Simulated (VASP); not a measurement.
Write the native input for VASP 6.6.1 that does the following.

```
Task                   : single point
Functional             : PBEsol
Potentials or basis    : VASP PAW PBE potentials, release 64 (Ir)
Cutoff                 : 520 eV
k mesh                 : 13 × 13 × 18
Occupations            : gaussian, width 0.1 eV
Spin                   : no spin polarisation
Dipole correction      : no
Further INCAR settings : ALGO = Normal; EDIFF = 1e-06; NBANDS = 10; ISYM = 0
```

The structure of Ir lies in POSCAR:

```
Ir
1.0
    2.7083818992      0.0000000000      0.0000000000
    0.0000000000      2.7083818992      0.0000000000
    1.3541909496      1.3541909496      1.9151152069
Ir
1
Direct
    0.0000000000      0.0000000000      0.0000000000
```

These files were run (other wordings do the same):

INCAR

```
SYSTEM = Ir
  PREC = Accurate
  ENCUT = 520
  EDIFF = 1E-6
  ISMEAR = 0
  SIGMA = 0.1
  LREAL = .False.
  LASPH = .True.
  NELM = 80
  ALGO = Normal
  ISIF = 2
  LWAVE = .False.
  LCHARG = .False.
  GGA = PS
  ISYM = 0
  NBANDS = 10
```

KPOINTS

```
Automatic mesh
0
Gamma
  13 13 18
  0 0 0
```

Potentials or basis: VASP PAW PBE potentials, release 64 (Ir).

Command:

```sh
$ cat potpaw_PBE.64/Ir/POTCAR > POTCAR
$ mpirun -np 1 vasp_std > vasp.out
```

It gave:

The pressure is 1.0 GPa.

Caveat: the PAW data sets were made with another functional, which shifts forces and pressure a little.

It took 2.9 min on 1 thread of Intel(R) Xeon(R) Platinum 8259CL CPU @ 2.50GHz (Skylake/Cascade Lake) (shared host), peak memory 0.32 GiB.
